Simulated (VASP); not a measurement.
# GaAs (F-43m) in VASP: notebook

Runs on GaAs. Level: LDA. Tasks: vibrations by perturbation theory.

Program: VASP 6.6.1. These are calculated values, not measurements. Logs are shortened: lines on timing, memory, paths and dates and some standing lists are left out, and cuts for length are marked.

### Step 1. The cell of the first run

Symmetry: F-43m, No. 216, cubic system. The conventional cell has a = 5.339 Å, b = 5.339 Å, c = 5.339 Å, α = 90.00°, β = 90.00°, γ = 90.00°. Within 3.1 Å of Ga (site symmetry -43m) lie 4 As at 2.31 Å. Within 3.1 Å of As (site symmetry -43m) lie 4 Ga at 2.31 Å.

### Step 2. Vibrations by perturbation theory, LDA

Input file INCAR:

```
SYSTEM = GaAs
ALGO     = Normal         ! electronic algorithm
EDIFF    = 1E-8           ! SCF threshold, eV
ENCUT    = 500            ! plane-wave cutoff, eV
GGA      = CA             ! functional
GGA_COMPAT= .False.      
IBRION   = 8              ! ionic algorithm
ISIF     = 2              ! what is computed and relaxed
ISMEAR   = 0              ! smearing method
LASPH    = .True.         ! aspherical terms in the spheres
LCHARG   = .True.         ! write CHGCAR
LREAL    = .False.        ! projectors in reciprocal space
LWAVE    = .False.        ! write WAVECAR
NBANDS   = 16             ! bands
NELM     = 120            ! most SCF steps
NSW      = 1              ! ionic steps
PREC     = Accurate       ! precision mode
SIGMA    = 0.01           ! smearing width, eV
```

Input file KPOINTS:

```
k-points
0
Gamma
  8 8 8
  0 0 0
```

Input file POSCAR:

```
GaAs
1.0
    2.6695899321      2.6695899321      0.0000000000
   -2.6695899321      2.6695899321      0.0000000000
    0.0000000000      2.6695899321      2.6695899321
Ga As
1 1
Direct
    0.0000000000      0.0000000000      0.0000000000
    0.7500000000      0.2500000000      0.5000000000
```

Potentials or basis: VASP PAW LDA potentials, release 64 (Ga_d, As).

Launch:

```sh
$ cat potpaw_LDA.64/Ga_d/POTCAR potpaw_LDA.64/As/POTCAR > POTCAR
$ mpirun -np 1 vasp_std > vasp.out
```

OUTCAR:

```text
SYSTEM = GaAs
   EDIFF = 1E-8
   ENCUT = 500
   GGA = CA
   IBRION = 8
   ISIF = 2
   ISMEAR = 0
   LASPH = .True.
   LREAL = .False.
   NELM = 120
   NSW = 1
   PREC = Accurate

 ion  position               nearest neighbor table
   1  0.000  0.000  0.000-   2 2.31   2 2.31   2 2.31   2 2.31
   2  0.750  0.250  0.500-   1 2.31   1 2.31   1 2.31   1 2.31

  LATTYP: Found a face centered cubic cell.
 ALAT       =     5.3391798642

  Lattice vectors:

 A1 = (   0.0000000000,   2.6695899321,   2.6695899321)
 A2 = (   2.6695899321,   0.0000000000,   2.6695899321)
 A3 = (   2.6695899321,   2.6695899321,   0.0000000000)

Analysis of symmetry for initial positions (statically):
=====================================================================
 Subroutine PRICEL returns:
 Original cell was already a primitive cell.

 Routine SETGRP: Setting up the symmetry group for a
 face centered cubic supercell.

 Subroutine GETGRP returns: Found 24 space group operations
 (whereof 24 operations were pure point group operations)
 out of a pool of 48 trial point group operations.

The static configuration has the point symmetry T_d .

Analysis of symmetry for dynamics (positions and initial velocities):
=====================================================================
 Subroutine PRICEL returns:
 Original cell was already a primitive cell.

 Routine SETGRP: Setting up the symmetry group for a
 face centered cubic supercell.

 Subroutine GETGRP returns: Found 24 space group operations
 (whereof 24 operations were pure point group operations)
 out of a pool of 48 trial point group operations.

The dynamic configuration has the point symmetry T_d .

 Subroutine INISYM returns: Found 24 space group operations
 (whereof 24 operations are pure point group operations),
 and found     1 'primitive' translations

----------------------------------------------------------------------------------------

                                     Primitive cell

  volume of cell :      38.0508

  direct lattice vectors                    reciprocal lattice vectors
     2.669589932  2.669589932  0.000000000     0.187294683  0.187294683 -0.187294683
    -2.669589932  2.669589932  0.000000000    -0.187294683  0.187294683 -0.187294683
     0.000000000  2.669589932  2.669589932     0.000000000  0.000000000  0.374589366

  length of vectors
     3.775370288  3.775370288  3.775370288     0.324403907  0.324403907  0.374589366

  position of ions in fractional coordinates (direct lattice)
     0.000000000  0.000000000  0.000000000
     0.750000000  0.250000000  0.500000000

  ion indices of the primitive-cell ions
   primitive index   ion index
                 1           1
                 2           2

----------------------------------------------------------------------------------------

 KPOINTS: k-points

Automatic generation of k-mesh.
 Grid dimensions read from file:
 generate k-points for:    8    8    8

 Generating k-lattice:

  Cartesian coordinates                     Fractional coordinates (reciprocal lattice)
     0.023411835  0.023411835 -0.023411835     0.125000000  0.000000000  0.000000000
    -0.023411835  0.023411835 -0.023411835     0.000000000  0.125000000  0.000000000
     0.000000000  0.000000000  0.046823671     0.000000000  0.000000000  0.125000000

  Length of vectors
     0.040550488  0.040550488  0.046823671

[... 74 lines left out ...]
  volume/ion in A,a.u.               =      19.03       128.39
  Fermi-wavevector in a.u.,A,eV,Ry     =   1.275590  2.410516 22.138446  1.627130
  Thomas-Fermi vector in A             =   2.408294
   LORBIT       =      0    0 simple, 1 ext, 2 COOP (PROOUT), +10 PAW based schemes
   GGA     = CA    functional components
   LHFCALC =     F    Hartree Fock is set to
   AEXX    =    0.0000 exact exchange contribution
   IVDW    =     0    specifies the selected vdW correction
   LEPSILON=     F    determine dielectric tensor
   LRPA    =     F    only Hartree local field effects (RPA)
 non-spin polarized calculation
 Gauss-broadening in eV      SIGMA  =   0.01
  energy-cutoff  :      500.00
  volume of cell :       38.05
 maximum number of plane-waves:       982
   NGX = 13   NGY = 13   NGZ = 13

--------------------------------------- Ionic step        1  -------------------------------------------

 number of electron      17.9999984 magnetization

 Free energy of the ion-electron system (eV)
  ---------------------------------------------------
  ext. energy  EPLUGINS =         0.00000000
  ---------------------------------------------------
  free energy    TOTEN  =        -9.37792458 eV

  energy without entropy =       -9.37792458  energy(sigma->0) =       -9.37792458

 E-fermi :   5.7398     XC(G=0): -10.6917

 val. band max:        5.6103415168   @ k =   0.0000   0.0000   0.0000
 cond. band min:       6.5882156274   @ k =   0.5000   0.5000   0.0000
 fundamental gap:      0.9778741106
 Fermi energy:         5.7398141697

 k-point     1 :       0.0000    0.0000    0.0000
  band No.  band energies     occupation
      1      -9.7444      2.00000
      2      -9.7444      2.00000
      3      -9.7444      2.00000
      4      -9.6143      2.00000
      5      -9.6143      2.00000
      6      -8.5343      2.00000
[... 433 lines left out ...]
      3      -9.6890      2.00000
      4      -9.6235      2.00000
      5      -9.6091      2.00000
      6      -5.7279      2.00000
[... 8 lines left out ...]
     15      17.6683      0.00000
     16      18.7076      0.00000

 [... further k-points ...]

------------------------ aborting loop because EDIFF is reached ----------------------------------------

  FORCE on cell =-STRESS in cart. coord.  units (eV):
  Direction    XX          YY          ZZ          XY          YZ          ZX
  --------------------------------------------------------------------------------------
  -------------------------------------------------------------------------------------
  Total        3.7011745      3.7011745      3.7011745      0.0000000     -0.0000000      0.0000000
  in kB      155.8427046    155.8427046    155.8427046      0.0000000     -0.0000000      0.0000000
  external PRESSURE =     155.8427046 kB  Pullay stress =       0.0000000 kB

 VOLUME and BASIS-vectors are now :
 -----------------------------------------------------------------------------
  energy-cutoff  :      500.00
  volume of cell :       38.05
      direct lattice vectors                 reciprocal lattice vectors
     2.669589932  2.669589932  0.000000000     0.187294683  0.187294683 -0.187294683
    -2.669589932  2.669589932  0.000000000    -0.187294683  0.187294683 -0.187294683
     0.000000000  2.669589932  2.669589932     0.000000000  0.000000000  0.374589366

 POSITION                                       TOTAL-FORCE (eV/Angst)
 -----------------------------------------------------------------------------------
      0.00000      0.00000      0.00000         0.000000      0.000000      0.000000
      1.33479      4.00438      1.33479        -0.000000     -0.000000     -0.000000
 -----------------------------------------------------------------------------------
    total drift:                               -0.000001      0.000000     -0.000000

  FREE ENERGIE OF THE ION-ELECTRON SYSTEM (eV)
  ---------------------------------------------------
  free  energy   TOTEN  =        -9.3779245770 eV

  energy  without entropy=       -9.3779245770  energy(sigma->0) =       -9.37792458

[... ionic steps 2 to 3 ...]

--------------------------------------- Ionic step        4  -------------------------------------------

------------------------ aborting loop because EDIFF is reached ----------------------------------------

[... ionic steps 5 to 6 ...]

--------------------------------------- Ionic step        7  -------------------------------------------

 Free energy of the ion-electron system (eV)
  ---------------------------------------------------
  ---------------------------------------------------
  free energy    TOTEN  =        -0.04461421 eV

  energy without entropy =       -0.04461421

------------------------ aborting loop because EDIFF is reached ----------------------------------------

 INTERNAL STRAIN TENSOR  FOR ION    2  DIRECTION 1   (eV/Angst):
 -----------------------------------------------------------------------------
     0.02316  0.00000  0.00000
     0.00000 -0.01216 14.16188
     0.00000 14.16188 -0.01216

 INTERNAL STRAIN TENSOR FOR ION    2 for displacements in x,y,z  (eV/Angst):
          X           Y           Z          XY          YZ          ZX
  --------------------------------------------------------------------------------
  x     0.00000    -0.00000     0.00000     0.00000    14.16188     0.00000
  y    -0.00000     0.00000     0.00000     0.00000     0.00000    14.16188
  z    -0.00000     0.00000     0.00000    14.16188     0.00000     0.00000

 SECOND DERIVATIVES (NOT SYMMETRIZED)
 ------------------------------------
               1X          1Y          1Z          2X          2Y          2Z
  1X   -13.716513    0.000000    0.000000   13.716513    0.000000    0.000000
  1Y     0.000000  -13.716513    0.000000    0.000000   13.716513    0.000000
  1Z     0.000000    0.000000  -13.716513    0.000000    0.000000   13.716513
  2X    13.745115    0.000000    0.000000  -13.745115    0.000000    0.000000
  2Y     0.000000   13.745115    0.000000    0.000000  -13.745115    0.000000
  2Z     0.000000    0.000000   13.745115    0.000000    0.000000  -13.745115

 Eigenvectors and eigenvalues of the dynamical matrix
 ----------------------------------------------------

   1 f  =    9.639396 THz    60.566108 2PiTHz  321.535625 cm-1    39.865319 meV
             X         Y         Z           dx          dy          dz
      0.000000  0.000000  0.000000     0.000000    0.719341    0.000000
      1.334795  4.004385  1.334795     0.000000   -0.694657    0.000000
[... 21 lines left out ...]
   6 f/i=    0.005017 THz     0.031521 2PiTHz    0.167340 cm-1     0.020748 meV
             X         Y         Z           dx          dy          dz
      0.000000  0.000000  0.000000     0.000000    0.000000   -0.694657
      1.334795  4.004385  1.334795     0.000000    0.000000   -0.719341

--------------------------------------------------------------------------------------------------------

 ELASTIC MODULI CONTR FROM IONIC RELAXATION (kBar)
 Direction    XX          YY          ZZ          XY          YZ          ZX
 --------------------------------------------------------------------------------
 XX          -0.0000      0.0000     -0.0000      0.0000     -0.0000      0.0000
 YY           0.0000     -0.0000      0.0000     -0.0000      0.0000     -0.0000
 ZZ          -0.0000      0.0000     -0.0000     -0.0000     -0.0000     -0.0000
 XY           0.0000     -0.0000     -0.0000   -611.2730      0.0000      0.0000
 YZ          -0.0000      0.0000     -0.0000      0.0000   -611.2730      0.0000
 ZX           0.0000     -0.0000     -0.0000      0.0000      0.0000   -611.2730
 --------------------------------------------------------------------------------
```

Wall time 2.5 min (1 thread of Intel Xeon Platinum 8259CL at 2.50GHz (Skylake/Cascade Lake), shared host); peak memory 0.25 GiB.

What came out:

```
Highest phonon frequency at Γ, LO-TO splitting left out : 322 cm⁻¹
```

Phonon frequencies in cm⁻¹ (negative: imaginary):
```tsv
q point	frequencies
(0.000, 0.000, 0.000)	0 0 0 322 322 322
```

Caveat: the cell stands under pressure or tension, which shifts response properties.

### Step 3. Vibrations by perturbation theory, LDA

This run uses another cell than the first one, of 19.79 Å³/atom.

Input file INCAR:

```
PREC = Accurate
ENCUT = 500
EDIFF = 1E-8
ISMEAR = 0
SIGMA = 0.01
LREAL = False
LASPH = True
NELM = 120
ALGO = Normal
ISIF = 2
LWAVE = False
LCHARG = False
IBRION = 8
NSW = 1
GGA_COMPAT = False
```

Input file KPOINTS:

```
Automatic mesh
0
Gamma
  8 8 8
```

Input file POSCAR:

```
GaAs
1.0
    2.7046804954      2.7046804954      0.0000000000
   -2.7046804954      2.7046804954      0.0000000000
    0.0000000000      2.7046804954      2.7046804954
Ga As
1 1
Direct
    0.0000000000      0.0000000000      0.0000000000
    0.7500000000      0.2500000000      0.5000000000
```

Potentials or basis: VASP PAW LDA potentials, release 64 (Ga_d, As).

Launch:

```sh
$ cat potpaw_LDA.64/Ga_d/POTCAR potpaw_LDA.64/As/POTCAR > POTCAR
$ mpirun -np 1 vasp_std > vasp.out
```

OUTCAR:

```text
PREC = Accurate
   ENCUT = 500
   EDIFF = 1E-8
   ISMEAR = 0
   LREAL = False
   LASPH = True
   NELM = 120
   ISIF = 2
   IBRION = 8
   NSW = 1

 ion  position               nearest neighbor table
   1  0.000  0.000  0.000-   2 2.34   2 2.34   2 2.34   2 2.34
   2  0.750  0.250  0.500-   1 2.34   1 2.34   1 2.34   1 2.34

  LATTYP: Found a face centered cubic cell.
 ALAT       =     5.4093609908

  Lattice vectors:

 A1 = (   0.0000000000,   2.7046804954,   2.7046804954)
 A2 = (   2.7046804954,   0.0000000000,   2.7046804954)
 A3 = (   2.7046804954,   2.7046804954,   0.0000000000)

Analysis of symmetry for initial positions (statically):
=====================================================================
 Subroutine PRICEL returns:
 Original cell was already a primitive cell.

 Routine SETGRP: Setting up the symmetry group for a
 face centered cubic supercell.

 Subroutine GETGRP returns: Found 24 space group operations
 (whereof 24 operations were pure point group operations)
 out of a pool of 48 trial point group operations.

The static configuration has the point symmetry T_d .

Analysis of symmetry for dynamics (positions and initial velocities):
=====================================================================
 Subroutine PRICEL returns:
 Original cell was already a primitive cell.

 Routine SETGRP: Setting up the symmetry group for a
 face centered cubic supercell.

 Subroutine GETGRP returns: Found 24 space group operations
 (whereof 24 operations were pure point group operations)
 out of a pool of 48 trial point group operations.

The dynamic configuration has the point symmetry T_d .

 Subroutine INISYM returns: Found 24 space group operations
 (whereof 24 operations are pure point group operations),
 and found     1 'primitive' translations
[... 563 lines left out ...]

  FREE ENERGIE OF THE ION-ELECTRON SYSTEM (eV)
  ---------------------------------------------------
  free  energy   TOTEN  =        -9.5010468414 eV

  energy  without entropy=       -9.5010468414  energy(sigma->0) =       -9.50104684

[... ionic steps 2 to 3 ...]

--------------------------------------- Ionic step        4  -------------------------------------------

------------------------ aborting loop because EDIFF is reached ----------------------------------------

[... ionic steps 5 to 6 ...]

--------------------------------------- Ionic step        7  -------------------------------------------

 Free energy of the ion-electron system (eV)
  ---------------------------------------------------
  ---------------------------------------------------
  free energy    TOTEN  =        -0.04458699 eV

  energy without entropy =       -0.04458699

------------------------ aborting loop because EDIFF is reached ----------------------------------------

 INTERNAL STRAIN TENSOR  FOR ION    2  DIRECTION 1   (eV/Angst):
 -----------------------------------------------------------------------------
     0.01899  0.00000  0.00000
     0.00000 -0.01092 12.11033
     0.00000 12.11033 -0.01092

 INTERNAL STRAIN TENSOR FOR ION    2 for displacements in x,y,z  (eV/Angst):
          X           Y           Z          XY          YZ          ZX
  --------------------------------------------------------------------------------
  x    -0.00000     0.00000     0.00000     0.00000    12.11033     0.00000
  y    -0.00000     0.00000    -0.00000     0.00000     0.00000    12.11033
  z     0.00000     0.00000    -0.00000    12.11033     0.00000     0.00000

 SECOND DERIVATIVES (NOT SYMMETRIZED)
 ------------------------------------
               1X          1Y          1Z          2X          2Y          2Z
  1X   -12.564032   -0.000000    0.000000   12.564032    0.000000   -0.000000
  1Y     0.000000  -12.564032   -0.000000   -0.000000   12.564032    0.000000
  1Z     0.000000   -0.000000  -12.564032   -0.000000    0.000000   12.564032
  2X    12.532680   -0.000000    0.000000  -12.532680    0.000000   -0.000000
  2Y     0.000000   12.532680   -0.000000   -0.000000  -12.532680    0.000000
  2Z     0.000000   -0.000000   12.532680   -0.000000    0.000000  -12.532680

 Eigenvectors and eigenvalues of the dynamical matrix
 ----------------------------------------------------

   1 f  =    9.215374 THz    57.901904 2PiTHz  307.391797 cm-1    38.111708 meV
             X         Y         Z           dx          dy          dz
      0.000000  0.000000  0.000000    -0.720136    0.000000    0.000000
      1.352340  4.057021  1.352340     0.693833   -0.000000    0.000000
[... 21 lines left out ...]
   6 f/i=    0.005752 THz     0.036141 2PiTHz    0.191868 cm-1     0.023789 meV
             X         Y         Z           dx          dy          dz
      0.000000  0.000000  0.000000    -0.227747    0.506641    0.415753
      1.352340  4.057021  1.352340    -0.236381    0.525847    0.431514

--------------------------------------------------------------------------------------------------------

 ELASTIC MODULI CONTR FROM IONIC RELAXATION (kBar)
 Direction    XX          YY          ZZ          XY          YZ          ZX
 --------------------------------------------------------------------------------
 XX          -0.0000     -0.0000     -0.0000      0.0000      0.0000      0.0000
 YY          -0.0000     -0.0000     -0.0000      0.0000      0.0000     -0.0000
 ZZ          -0.0000     -0.0000     -0.0000      0.0000      0.0000      0.0000
 XY           0.0000      0.0000      0.0000   -470.1577      0.0000     -0.0000
 YZ           0.0000      0.0000      0.0000      0.0000   -470.1577      0.0000
 ZX           0.0000     -0.0000      0.0000     -0.0000      0.0000   -470.1577
 --------------------------------------------------------------------------------
```

Run time: 2.2 min. Hardware: 1 thread of Intel Xeon Platinum 8259CL at 2.50GHz (Skylake/Cascade Lake), shared host; peak memory 0.25 GiB.

Results:

```yaml
Highest_phonon_frequency_at_Γ_LO-TO_splitting_left_out: 307 cm⁻¹
```

Phonon frequencies in cm⁻¹ (negative: imaginary):
| q point | frequencies |
| --- | --- |
| (0.000, 0.000, 0.000) | 0 0 0 307 307 307 |

Caveat: the cell stands under pressure or tension, which shifts response properties.

[end of part 1 of 2]
